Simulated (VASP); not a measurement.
Si: single point with PBE

Si:

```
Si
1.0
     0.00000    2.93987    2.92619
     2.33822    0.00000    2.92619
     2.33822    2.93987    0.00000
Si
2
Direct
  0.50000 0.50000 0.50000
  0.75000 0.75000 0.75000
```

This cell differs from its parent crystal: strain +e along x and -e along y -0.1100, strain +e along z and -e/2 along x and y +0.0700.

```json
{
 "Program": "VASP 6.6.1",
 "Task": "single point",
 "Functional": "PBE",
 "Potentials or basis": "VASP PAW PBE potentials, release 64 (Si)",
 "Cutoff": "520 eV",
 "k mesh": "8 × 8 × 8",
 "Occupations": "gaussian, width 0.05 eV",
 "Spin": "no spin polarisation",
 "Dipole correction": "no",
 "Further INCAR settings": "ALGO = Normal; EDIFF = 1e-06; NBANDS = 11"
}
```

The pressure is -0.7 GPa and the band gap on the k mesh is zero (band 4 reaches 6.70 eV, above the bottom of band 5 at 5.11 eV).

Stress tensor (GPa, compression positive):
```
 7.34  0.00  0.00
 0.00 -5.04  0.00
 0.00  0.00 -4.41
```

Levels at points of the mesh, in eV from the Fermi level:
```
           k point  band 1  band 2  band 3  band 4  band 5  band 6  band 7  band 8  band 9
(0.00, 0.00, 0.00)  -11.94   -0.44   -0.38    0.86    2.22    2.83    3.09    3.11    5.86
(0.50, 0.00, 0.00)   -9.54   -6.93   -2.06   -0.43    0.57    2.54    5.19    8.36    8.76
(0.50, 0.50, 0.00)   -8.19   -8.19   -2.12   -2.12    1.43    1.43    7.74    7.74    9.75
(0.50, 0.00, 0.50)   -8.22   -8.22   -2.08   -2.08    1.47    1.47    7.80    7.80    9.82
(0.00, 0.50, 0.50)   -6.96   -6.96   -3.85   -3.85   -0.31   -0.31    9.70    9.70   11.21
```

It took 15 s on 1 thread of Intel(R) Xeon(R) Platinum 8488C (Sapphire Rapids) (shared host), peak memory 0.17 GiB.

Caveat: the cell differs from its parent crystal (strain +e along x and -e along y -0.1100, strain +e along z and -e/2 along x and y +0.0700).
